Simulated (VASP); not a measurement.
# TmH2W (P6/mmm) in VASP: further runs, part 2 of 2

VASP 6.6.1.

## Step 3: Single point, PBE

This run uses another cell than the first one, of 14.44 Å³/atom.

Contents of INCAR:

```
SYSTEM = TmH2W
PREC     = Accurate       ! precision mode
ENCUT    = 500            ! plane-wave cutoff, eV
EDIFF    = 1E-6           ! SCF threshold, eV
ISMEAR   = 0              ! smearing method
SIGMA    = 0.1            ! smearing width, eV
LREAL    = .False.        ! projectors in reciprocal space
LASPH    = .True.         ! aspherical terms in the spheres
NELM     = 200            ! most SCF steps
ALGO     = Normal         ! electronic algorithm
ISIF     = 2              ! what is computed and relaxed
LWAVE    = .False.        ! write WAVECAR
LCHARG   = .False.        ! write CHGCAR
GGA      = PE             ! functional
NBANDS   = 20             ! bands
GGA_COMPAT= .False.      
LMAXMIX  = 6              ! l up to which the mixer works
```

Contents of KPOINTS:

```
regular mesh
0
Gamma
  18 18 6
  0 0 0
```

Contents of POSCAR:

```
TmH2W
1.0
    2.9820257540      0.0000000000      0.0000000000
   -1.4910128770      2.5825100577      0.0000000000
    0.0000000000      0.0000000000      7.5001726798
Tm H W
1 2 1
Direct
    0.0000000000      0.0000000000      0.0000000000
    0.0000000000      0.0000000000      0.2645556713
    0.0000000000      0.0000000000      0.7354443287
    0.0000000000      0.0000000000      0.5000000000
```

Potentials or basis: VASP PAW PBE potentials, release 64 (Tm_3, H, W_sv), 4f in core.

On the command line:

```console
$ cat potpaw_PBE.64/Tm_3/POTCAR potpaw_PBE.64/H/POTCAR potpaw_PBE.64/W_sv/POTCAR > POTCAR
$ mpirun -np 1 vasp_std > vasp.out
```

It took 62 s on 1 thread of Intel Xeon 6975P-C (Granite Rapids), shared host; peak memory 0.31 GiB.

Results (log left out):

```
Free energy            : -20.9317 eV
Pressure               : 0.4 GPa
Largest force          : 0.057 eV/Å
Band gap on the k mesh : zero (an odd number of electrons rules out a gap without spin polarisation)
```

Forces on the atoms (eV/Å):
```
Tm   0.000  0.000  0.000
H    0.000  0.000  0.057
H    0.000  0.000 -0.057
W    0.000  0.000  0.000
```

Stress tensor (GPa, compression positive):
```
0.28 0.00 0.00
0.00 0.28 0.00
0.00 0.00 0.58
```

Levels at points of the mesh, in eV from the Fermi level:
```tsv
k point	band 8	band 9	band 10	band 11	band 12	band 13	band 14	band 15	band 16	band 17
(0.00, 0.00, 0.00)	-7.73	-4.71	-4.33	-3.44	0.15	0.15	2.37	2.37	2.50	2.92
(0.50, 0.00, 0.00)	-5.35	-3.09	-2.23	-1.82	-1.68	0.31	1.28	1.51	3.55	4.38
(0.00, 0.00, 0.50)	-7.04	-6.09	-4.31	-3.03	0.15	0.15	2.38	2.38	2.92	2.92
(0.50, 0.00, 0.50)	-4.62	-3.37	-3.04	-1.93	-1.67	-0.74	1.54	2.56	4.16	4.38
```

Caveat: spin-orbit coupling is left out, which moves the levels of the heavy elements; the 4f electrons are frozen in the core, so they carry no moment and show no levels. Spin polarisation is off, so any magnetic state and its effect on volume and gap are missing.

## Step 4: Relaxation of cell and atoms, PBE

This run uses another cell than the first one, of 14.73 Å³/atom.

Contents of INCAR:

```
SYSTEM = TmH2W
ALGO = Normal
EDIFF = 1E-7
EDIFFG = -0.01
ENCUT = 500
GGA = PE
GGA_COMPAT = .False.
IBRION = 2
ISIF = 3
ISMEAR = 0
LASPH = .True.
LCHARG = .False.
LMAXMIX = 6
LREAL = .False.
LWAVE = .False.
NELM = 200
NELMIN = 4
NSW = 100
PREC = Accurate
SIGMA = 0.1
```

Contents of KPOINTS:

```
k-points
0
Gamma
  18 18 6
  0 0 0
```

Contents of POSCAR:

```
TmH2W
1.0
    3.0043330876      0.0000000000      0.0000000000
   -1.5021665438      2.6018287753      0.0000000000
    0.0000000000      0.0000000000      7.5398022159
Tm H W
1 2 1
Direct
    0.0000000000      0.0000000000      0.0000000000
    0.0000000000      0.0000000000      0.2657779889
    0.0000000000      0.0000000000      0.7342220111
    0.0000000000      0.0000000000      0.5000000000
```

Potentials or basis: VASP PAW PBE potentials, release 64 (Tm_3, H, W_sv), 4f in core.

On the command line:

```console
$ cat potpaw_PBE.64/Tm_3/POTCAR potpaw_PBE.64/H/POTCAR potpaw_PBE.64/W_sv/POTCAR > POTCAR
$ mpirun -np 1 vasp_std > vasp.out
```

OUTCAR:

```text
SYSTEM = TmH2W
   EDIFF = 1E-7
   EDIFFG = -0.01
   ENCUT = 500
   GGA = PE
   IBRION = 2
   ISIF = 3
   ISMEAR = 0
   LASPH = .True.
   LREAL = .False.
   NELM = 200
   NELMIN = 4
   NSW = 100
   PREC = Accurate

 ion  position               nearest neighbor table
   1  0.000  0.000  0.000-   2 2.00   3 2.00
   2  0.000  0.000  0.266-   4 1.77   1 2.00
   3  0.000  0.000  0.734-   4 1.77   1 2.00
   4  0.000  0.000  0.500-   2 1.77   3 1.77

  LATTYP: Found a hexagonal cell.
 ALAT       =     3.0043330876
 C/A-ratio  =     2.5096425716

  Lattice vectors:

 A1 = (   3.0043330876,   0.0000000000,   0.0000000000)
 A2 = (  -1.5021665438,   2.6018287753,   0.0000000000)
 A3 = (   0.0000000000,   0.0000000000,   7.5398022159)

[... 338 lines left out ...]
  free energy    TOTEN  =       -20.93312874 eV

  energy without entropy =      -20.92190857  energy(sigma->0) =      -20.92751865

 E-fermi :   3.7975     XC(G=0): -10.4792

 val. band max:        3.7882422389   @ k =   0.2778   0.0000   0.1667
 cond. band min:       3.8008538373   @ k =   0.4444   0.0556   0.1667
 fundamental gap:      0.0126115984
 Fermi energy:         3.7975050806

 k-point     1 :       0.0000    0.0000    0.0000
  band No.  band energies     occupation
      1     -70.2995      2.00000
      2     -34.6205      2.00000
      3     -34.0528      2.00000
      4     -34.0528      2.00000
      5     -21.2649      2.00000
      6     -20.3777      2.00000
[... 433 lines left out ...]
      3     -34.5467      2.00000
      4     -34.2154      2.00000
      5     -22.0107      2.00000
      6     -20.9696      2.00000
[... 8 lines left out ...]
     15       4.9123      0.00000
     16       7.0587      0.00000

 [... further k-points ...]

------------------------ aborting loop because EDIFF is reached ----------------------------------------

  FORCE on cell =-STRESS in cart. coord.  units (eV):
  Direction    XX          YY          ZZ          XY          YZ          ZX
  --------------------------------------------------------------------------------------
  -------------------------------------------------------------------------------------
  Total        0.0034425      0.0034425     -0.0071751      0.0000000     -0.0000000      0.0000000
  in kB        0.0950142      0.0950142     -0.1980366      0.0000000     -0.0000000      0.0000000
  external PRESSURE =      -0.0026694 kB  Pullay stress =       0.0000000 kB
[... 19 lines left out ...]
  FREE ENERGIE OF THE ION-ELECTRON SYSTEM (eV)
  ---------------------------------------------------
  free  energy   TOTEN  =       -20.9331287390 eV

  energy  without entropy=      -20.9219085694  energy(sigma->0) =      -20.92751865

 reached required accuracy - stopping structural energy minimisation
```

Run time: 2.5 min. Hardware: 1 thread of Intel Xeon 6975P-C (Granite Rapids), shared host; peak memory 0.31 GiB.

What came out:

```
Free energy                           : -20.9331 eV
Relaxed volume                        : 14.51 Å³/atom
Relaxed cell                          : a = 2.986 Å, b = 2.986 Å, c = 7.519 Å, α = 90.00°, β = 90.00°, γ = 120.00°
Space group after relaxing (to 0.1 Å) : P6/mmm (No. 191)
Energy gained by relaxing             : 0.9 meV/atom
Ionic steps                           : 5
Pressure after relaxing               : 0.0 GPa
Band gap on the k mesh                : zero (an odd number of electrons rules out a gap without spin polarisation)
```

Forces in eV/Å, atoms in the order of the input:
```
Tm   0.000  0.000  0.000
H    0.000  0.000 -0.003
H    0.000  0.000  0.003
W    0.000  0.000  0.000
```

The path:
```csv
step,energy change (eV),largest force (eV/Å),pressure (GPa),volume (Å³)
1,0.0000,0.0647,-1.09,58.94
2,-0.0034,0.0430,0.01,58.09
3,-0.0034,0.0415,0.09,58.03
4,-0.0035,0.0137,-0.03,58.06
5,-0.0035,0.0026,0.00,58.05
```

Final structure:
```cif
data_structure
_symmetry_space_group_name_H-M 'P 1'
_symmetry_Int_Tables_number 1
_cell_length_a 2.9857
_cell_length_b 2.9857
_cell_length_c 7.5194
_cell_angle_alpha 90.000
_cell_angle_beta 90.000
_cell_angle_gamma 120.000
_cell_volume 58.05
loop_
_atom_site_label
_atom_site_type_symbol
_atom_site_fract_x
_atom_site_fract_y
_atom_site_fract_z
_atom_site_occupancy
Tm1 Tm 0.00000 0.00000 0.00000 1
H1 H 0.00000 0.00000 0.26513 1
H2 H 0.00000 0.00000 0.73487 1
W1 W 0.00000 0.00000 0.50000 1
```

Caveat: spin-orbit coupling is left out, which moves the levels of the heavy elements; the 4f electrons are frozen in the core, so they carry no moment and show no levels.

## Step 5: The runs side by side

| task | cell | k mesh | gap on the mesh (eV) | pressure (GPa) | relaxed volume (Å³/atom) | largest force (eV/Å) |
| --- | --- | --- | --- | --- | --- | --- |
| relaxation of cell and atoms | relaxed from a = 3.565, b = 3.565, c = 6.053 Å, angles 90.0, 90.0, 120.0°, 4 atoms, atomic positions A | 6 × 6 × 4 | none | 0.0 | 14.81 | 0.01 |
| single point | a = 2.982, b = 2.982, c = 7.500 Å, angles 90.0, 90.0, 120.0°, 4 atoms, atomic positions B | 18 × 18 × 6 | none | 0.4 | - | 0.06 |
| relaxation of cell and atoms | relaxed from a = 3.004, b = 3.004, c = 7.540 Å, angles 90.0, 90.0, 120.0°, 4 atoms, atomic positions C | 18 × 18 × 6 | none | 0.0 | 14.51 | - |

Alike in all rows: level PBE; potentials or basis VASP PAW PBE potentials, release 64 (Tm_3, H, W_sv), 4f in core; no spin polarisation; cutoff (eV) 500; smearing gaussian 0.1 eV.

Caveats: spin-orbit coupling is left out, which moves the levels of the heavy elements; the 4f electrons are frozen in the core, so they carry no moment and show no levels; a cell axis changed by over 15 % at a fixed basis, so the end point is rough (at least some runs).

Total energies depend on the potentials used, so only differences within one code and one set of settings carry meaning.

The gap in the log of VASP goes by the Fermi energy; the results here count the filled bands.